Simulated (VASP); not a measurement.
# Ti (I4/mmm) in VASP: a series of runs

Ti is run at these levels: r2SCAN; tasks: single point.

Everything below comes from runs of VASP 6.6.1. Logs are shortened: lines on timing, memory, paths and dates and some standing lists are left out, and cuts for length are marked.

## (1) The cell of the first run

The structure is tetragonal, space group I4/mmm (No. 139). Conventional cell: a = 2.871 Å, b = 2.871 Å, c = 3.999 Å, α = 90.00°, β = 90.00°, γ = 90.00°. Ti (site symmetry 4/mmm) has 12 Ti at 2.85 to 2.87 Å within 3.8 Å.

## (2) Single point, r2SCAN (strain +0.000 along x and y, -0.015 along z)

Contents of POSCAR:

```
Ti
1.0
    0.0000000000      2.0300000000      1.9995500000
    2.0300000000      0.0000000000      1.9995500000
    2.0300000000      2.0300000000      0.0000000000
Ti
1
Direct
    0.0000000000      0.0000000000      0.0000000000
```

Contents of INCAR.step1:

```
ALGO = Normal ; EDIFF = 1E-4
ENCUT = 520 ; GGA = PE
ISMEAR = 0 ; LASPH = T
LCHARG = F ; LREAL = F
LWAVE = T ; NBANDS = 12
NELM = 60 ; PREC = Accurate
SIGMA = 0.15
```

Contents of INCAR.step2:

```
ALGO = Normal ; EDIFF = 1E-6
ENCUT = 520 ; ISIF = 2
ISMEAR = 0 ; ISTART = 1
LASPH = T ; LCHARG = F
LMIXTAU = T ; LREAL = F
LWAVE = F ; METAGGA = R2SCAN
NBANDS = 12 ; NELM = 60
PREC = Accurate ; SIGMA = 0.15
```

Contents of KPOINTS:

```
k-points
0
Gamma
  20 20 20
```

Potentials or basis: VASP PAW PBE potentials, release 64 (Ti_sv).

The run is started by

```bash
$ cat potpaw_PBE.64/Ti_sv/POTCAR > POTCAR
$ cp INCAR.step1 INCAR
$ mpirun -np 1 vasp_std > vasp.out
$ cp INCAR.step2 INCAR
$ mpirun -np 1 vasp_std > vasp.out
```

OUTCAR:

```text
EDIFF = 1E-6
   ENCUT = 520
   ISIF = 2
   ISMEAR = 0
   ISTART = 1
   LASPH = T
   LREAL = F
   METAGGA = R2SCAN
   NELM = 60
   PREC = Accurate

 ion  position               nearest neighbor table
   1  0.000  0.000  0.000-

  LATTYP: Found a body centered tetragonal cell.
 ALAT       =     2.8708535316
 C/A-ratio  =     1.3930003589

  Lattice vectors:

 A1 = (   0.0000000000,  -2.0300000000,  -1.9995500000)
 A2 = (   0.0000000000,   2.0300000000,  -1.9995500000)
 A3 = (   2.0300000000,   0.0000000000,   1.9995500000)

Analysis of symmetry for initial positions (statically):
=====================================================================
 Subroutine PRICEL returns:
 Original cell was already a primitive cell.

 Routine SETGRP: Setting up the symmetry group for a
 body centered tetragonal supercell.

 Subroutine GETGRP returns: Found 16 space group operations
 (whereof 16 operations were pure point group operations)
 out of a pool of 16 trial point group operations.

The static configuration has the point symmetry D_4h.

Analysis of symmetry for dynamics (positions and initial velocities):
=====================================================================
 Subroutine PRICEL returns:
 Original cell was already a primitive cell.

 Routine SETGRP: Setting up the symmetry group for a
 body centered tetragonal supercell.

 Subroutine GETGRP returns: Found 16 space group operations
 (whereof 16 operations were pure point group operations)
 out of a pool of 16 trial point group operations.

The dynamic configuration has the point symmetry D_4h.

 Subroutine INISYM returns: Found 16 space group operations
 (whereof 16 operations are pure point group operations),
 and found     1 'primitive' translations

----------------------------------------------------------------------------------------

                                     Primitive cell

  volume of cell :      16.4799

  direct lattice vectors                    reciprocal lattice vectors
     0.000000000  2.030000000  1.999550000    -0.246305419  0.246305419  0.250056263
     2.030000000  0.000000000  1.999550000     0.246305419 -0.246305419  0.250056263
     2.030000000  2.030000000  0.000000000     0.246305419  0.246305419 -0.250056263

  length of vectors
     2.849403482  2.849403482  2.870853532     0.428789987  0.428789987  0.428789987

  position of ions in fractional coordinates (direct lattice)
     0.000000000  0.000000000  0.000000000

  ion indices of the primitive-cell ions
   primitive index   ion index
[... 82 lines left out ...]
   TEBEG  =    0.0;   TEEND  =   0.0 temperature during run
   PSTRESS=    0.0 pullay stress
   NELECT =      12.0000    total number of electrons
   NUPDOWN=      -1.0000    fix difference up-down
   EMIN   =  10.00;   EMAX   =-10.00  energy-range for DOS
   EFERMI =   0.00;   METHOD = LEGACY
   ISMEAR =     0;   SIGMA  =   0.15  broadening in eV -4-tet -1-fermi 0-gaus
   EFERMI_NEDOS =   21; number of points for ismear=-14 and -15
   IALGO  =     38    algorithm
   IMIX   =      4    mixing-type and parameters
     AMIX     =   0.40;   BMIX     =  1.00
     AMIX_MAG =   1.60;   BMIX_MAG =  1.00
  volume/ion in A,a.u.               =      16.48       111.21
  Fermi-wavevector in a.u.,A,eV,Ry     =   1.472823  2.783231 29.513849  2.169207
  Thomas-Fermi vector in A             =   2.587791
   LORBIT       =      0    0 simple, 1 ext, 2 COOP (PROOUT), +10 PAW based schemes
   METAGGA = R2SCAN    functional components
   LHFCALC =     F    Hartree Fock is set to
   AEXX    =    0.0000 exact exchange contribution
   IVDW    =     0    specifies the selected vdW correction
   LEPSILON=     F    determine dielectric tensor
   LRPA    =     F    only Hartree local field effects (RPA)
 non-spin polarized calculation
 Gauss-broadening in eV      SIGMA  =   0.15
  energy-cutoff  :      520.00
  volume of cell :       16.48
 maximum number of plane-waves:       455
 NGX is ok and might be reduce to    24
   NGX = 11   NGY = 11   NGZ = 11

 number of electron      12.0000001 magnetization

 Free energy of the ion-electron system (eV)
  ---------------------------------------------------
  ext. energy  EPLUGINS =         0.00000000
  ---------------------------------------------------
  free energy    TOTEN  =       -12.86826711 eV

  energy without entropy =      -12.85141431  energy(sigma->0) =      -12.85984071

 E-fermi :   8.8107     XC(G=0): -12.6832

 val. band max:        8.8088764116   @ k =  -0.2500   0.0500   0.0000
 cond. band min:       8.8121009759   @ k =  -0.3500  -0.0000   0.2500
 fundamental gap:      0.0032245643
 Fermi energy:         8.8107440988

 k-point     1 :       0.0000    0.0000    0.0000
  band No.  band energies     occupation
      1     -50.1361      2.00000
      2     -24.8745      2.00000
      3     -24.8745      2.00000
      4     -24.8735      2.00000
      5       2.2247      2.00000
      6       9.8075      0.00000
      7       9.8075      0.00000
      8       9.9302      0.00000
      9      11.7013      0.00000
     10      11.8449      0.00000
     11      24.8779      0.00000
     12      29.8969      0.00000
[... 331 lines left out ...]
 k-point    24 :      -0.3500    0.0500    0.0000
  band No.  band energies     occupation
      1     -50.0019      2.00000
      2     -25.5625      2.00000
      3     -24.9763      2.00000
      4     -24.9626      2.00000
      5       5.5610      2.00000
      6       8.8020      1.06583
      7       9.8972      0.00000
      8       9.9282      0.00000
      9      12.2907      0.00000
     10      12.6897      0.00000
     11      19.7994      0.00000
     12      24.7962      0.00000

 [... further k-points ...]

------------------------ aborting loop because EDIFF is reached ----------------------------------------

  FORCE on cell =-STRESS in cart. coord.  units (eV):
  Direction    XX          YY          ZZ          XY          YZ          ZX
  --------------------------------------------------------------------------------------
  -------------------------------------------------------------------------------------
  Total        0.6814530      0.6814530      0.7352846      0.0000000      0.0000000     -0.0000000
  in kB       66.2509550     66.2509550     71.4844738      0.0000000      0.0000000     -0.0000000
  external PRESSURE =      67.9954612 kB  Pullay stress =       0.0000000 kB

 VOLUME and BASIS-vectors are now :
 -----------------------------------------------------------------------------
  energy-cutoff  :      520.00
  volume of cell :       16.48
      direct lattice vectors                 reciprocal lattice vectors
     0.000000000  2.030000000  1.999550000    -0.246305419  0.246305419  0.250056263
     2.030000000  0.000000000  1.999550000     0.246305419 -0.246305419  0.250056263
     2.030000000  2.030000000  0.000000000     0.246305419  0.246305419 -0.250056263

 POSITION                                       TOTAL-FORCE (eV/Angst)
 -----------------------------------------------------------------------------------
      0.00000      0.00000      0.00000         0.000000     -0.000000      0.000000
 -----------------------------------------------------------------------------------
    total drift:                                0.000000      0.000000     -0.000000

  FREE ENERGIE OF THE ION-ELECTRON SYSTEM (eV)
  ---------------------------------------------------
  free  energy   TOTEN  =       -12.8682671056 eV

  energy  without entropy=      -12.8514143084  energy(sigma->0) =      -12.85984071
```

OSZICAR.step1:

```text
N       E                     dE             d eps       ncg     rms          rms(c)
DAV:   1     0.871610220445E+02    0.87161E+02   -0.65702E+03 15412   0.122E+03
DAV:   2    -0.439509058346E+01   -0.91556E+02   -0.88978E+02 15664   0.297E+02
DAV:   3    -0.860272401422E+01   -0.42076E+01   -0.41632E+01 21256   0.652E+01
DAV:   4    -0.869954389573E+01   -0.96820E-01   -0.96708E-01 17384   0.862E+00
DAV:   5    -0.870189927856E+01   -0.23554E-02   -0.23553E-02 18484   0.119E+00    0.875E+00
DAV:   6    -0.777009991622E+01    0.93180E+00   -0.18949E+00 16824   0.208E+01    0.238E+00
DAV:   7    -0.775925631559E+01    0.10844E-01   -0.10521E-01 18888   0.387E+00    0.133E+00
DAV:   8    -0.777109208626E+01   -0.11836E-01   -0.41209E-02 15872   0.250E+00    0.164E-01
DAV:   9    -0.777134758881E+01   -0.25550E-03   -0.44317E-03 19288   0.747E-01    0.936E-02
DAV:  10    -0.777141281902E+01   -0.65230E-04   -0.25541E-04 16300   0.184E-01
   1 F= -.77714128E+01 E0= -.77622364E+01  d E =-.183528E-01
```

It took 2.5 min on 1 thread of Intel Xeon 6975P-C (Granite Rapids), shared host; peak memory 0.24 GiB.

What came out:

| Item | Value |
| --- | --- |
| Free energy | -12.8683 eV |
| Pressure | 6.8 GPa |
| Band gap on the k mesh | zero (bands 6 and 7 overlap by 1.48 eV) |

Caveat: the cell differs from its parent crystal (strain +0.000 along x and y, -0.015 along z); the cell stands under pressure; the PAW data sets were made with another functional, which shifts forces and pressure a little.

## (3) Single point, r2SCAN (strain -0.015 along x and y, +0.015 along z)

Contents of POSCAR:

```
Ti
1.0
    0.0000000000      1.9995500000      2.0604500000
    1.9995500000      0.0000000000      2.0604500000
    1.9995500000      1.9995500000      0.0000000000
Ti
1
Direct
    0.0000000000      0.0000000000      0.0000000000
```

Contents of INCAR.step1:

```
PREC = Accurate
ENCUT = 520
ISMEAR = 0
SIGMA = 0.15
LREAL = False
LASPH = True
NELM = 60
NBANDS = 12
GGA = PE
ALGO = Normal
EDIFF = 1E-4
LWAVE = True
LCHARG = False
```

Contents of INCAR.step2:

```
PREC = Accurate
ENCUT = 520
EDIFF = 1E-6
ISMEAR = 0
SIGMA = 0.15
LREAL = False
LASPH = True
NELM = 60
ALGO = Normal
ISIF = 2
LWAVE = False
LCHARG = True
METAGGA = R2SCAN
LMIXTAU = True
LELF = True
LVHAR = True
NBANDS = 12
ISTART = 1
```

Contents of KPOINTS:

```
regular mesh
0
Gamma
  20 20 20
```

Potentials or basis: VASP PAW PBE potentials, release 64 (Ti_sv).

The run is started by

```bash
$ cat potpaw_PBE.64/Ti_sv/POTCAR > POTCAR
$ cp INCAR.step1 INCAR
$ mpirun -np 1 vasp_std > vasp.out
$ cp INCAR.step2 INCAR
$ mpirun -np 1 vasp_std > vasp.out
```

Run time: 2.5 min. Hardware: 1 thread of Intel Xeon 6975P-C (Granite Rapids), shared host; peak memory 0.24 GiB.

Results (log left out):

```
Free energy            : -12.8674 eV
Pressure               : 6.8 GPa
Band gap on the k mesh : zero (bands 6 and 7 overlap by 1.49 eV)
```

Stress tensor (GPa, compression positive):
```
7.10 0.00 0.00
0.00 7.10 0.00
0.00 0.00 6.13
```

Levels at points of the mesh, in eV from the Fermi level:
```csv
k point,band 4,band 5,band 6,band 7,band 8,band 9
"(0.00, 0.00, 0.00)",-33.68,-6.58,0.87,1.13,1.13,2.81
"(0.50, 0.00, 0.00)",-33.77,-2.83,0.60,0.81,1.09,4.02
"(0.50, 0.50, 0.00)",-33.94,-2.85,-1.87,2.66,4.15,4.33
"(0.50, 0.00, 0.50)",-33.96,-2.85,-1.95,3.29,4.12,4.24
```

Caveat: the cell differs from its parent crystal (strain -0.015 along x and y, +0.015 along z); the cell stands under pressure; the PAW data sets were made with another functional, which shifts forces and pressure a little.

## (4) Single point, r2SCAN (strain -0.015 along x and y, +0.030 along z)

Contents of POSCAR:

```
Ti
1.0
    0.0000000000      1.9995500000      2.0909000000
    1.9995500000      0.0000000000      2.0909000000
    1.9995500000      1.9995500000      0.0000000000
Ti
1
Direct
    0.0000000000      0.0000000000      0.0000000000
```

Contents of INCAR.step1:

```
ALGO = Normal
EDIFF = 1E-4
ENCUT = 520
GGA = PE
ISMEAR = 0
LASPH = True
LCHARG = False
LREAL = False
LWAVE = True
NBANDS = 12
NELM = 100
PREC = Accurate
SIGMA = 0.15
```

Contents of INCAR.step2:

```
ALGO = Normal
EDIFF = 1E-6
ENCUT = 520
ISIF = 2
ISMEAR = 0
ISTART = 1
LASPH = True
LCHARG = False
LMIXTAU = True
LREAL = False
LWAVE = False
METAGGA = R2SCAN
NBANDS = 12
NELM = 100
PREC = Accurate
SIGMA = 0.15
```

Contents of KPOINTS:

```
k-points
0
Gamma
  20 20 20
```

The run is started by

```bash
$ cat potpaw_PBE.64/Ti_sv/POTCAR > POTCAR
$ cp INCAR.step1 INCAR
$ mpirun -np 1 vasp_std > vasp.out
$ cp INCAR.step2 INCAR
$ mpirun -np 1 vasp_std > vasp.out
```

Wall time 2.5 min (1 thread of Intel Xeon 6975P-C (Granite Rapids), shared host); peak memory 0.24 GiB.

It converged, with:

```
Free energy            : -12.8752 eV
Pressure               : 4.8 GPa
Band gap on the k mesh : zero (bands 6 and 7 overlap by 1.49 eV)
```

Stress tensor (GPa, compression positive):
```
5.32 0.00 0.00
0.00 5.32 0.00
0.00 0.00 3.90
```

Levels at points of the mesh, in eV from the Fermi level:
| k point | band 3 | band 4 | band 5 | band 6 | band 7 | band 8 | band 9 | band 10 |
| --- | --- | --- | --- | --- | --- | --- | --- | --- |
| (0.00, 0.00, 0.00) | -33.73 | -33.73 | -6.55 | 0.79 | 1.17 | 1.17 | 2.69 | 3.13 |
| (0.50, 0.00, 0.00) | -33.85 | -33.80 | -2.79 | 0.56 | 0.75 | 1.16 | 3.93 | 4.09 |
| (0.50, 0.50, 0.00) | -33.96 | -33.96 | -2.79 | -1.79 | 2.40 | 4.09 | 4.25 | 4.25 |
| (0.50, 0.00, 0.50) | -34.05 | -33.98 | -2.79 | -1.91 | 3.32 | 4.05 | 4.12 | 4.41 |

Caveat: the cell differs from its parent crystal (strain -0.015 along x and y, +0.030 along z); the cell stands under pressure; the PAW data sets were made with another functional, which shifts forces and pressure a little.

## (5) Summary

```csv
cell,gap on the mesh (eV),pressure (GPa)
"a = 2.849, b = 2.849, c = 2.871 Å, angles 59.8, 59.8, 60.5°, 1 atom",none,6.8
"a = 2.871, b = 2.871, c = 2.828 Å, angles 60.5, 60.5, 59.0°, 1 atom",none,6.8
"a = 2.893, b = 2.893, c = 2.828 Å, angles 60.7, 60.7, 58.5°, 1 atom",none,4.8
```

Alike in all rows: task single point; level r2SCAN; potentials or basis VASP PAW PBE potentials, release 64 (Ti_sv); no spin polarisation; k mesh 20 × 20 × 20; cutoff (eV) 520; smearing gaussian 0.15 eV.

Caveats: the cell stands under pressure; the PAW data sets were made with another functional, which shifts forces and pressure a little.

Total energies depend on the potentials used, so only differences within one code and one set of settings carry meaning.
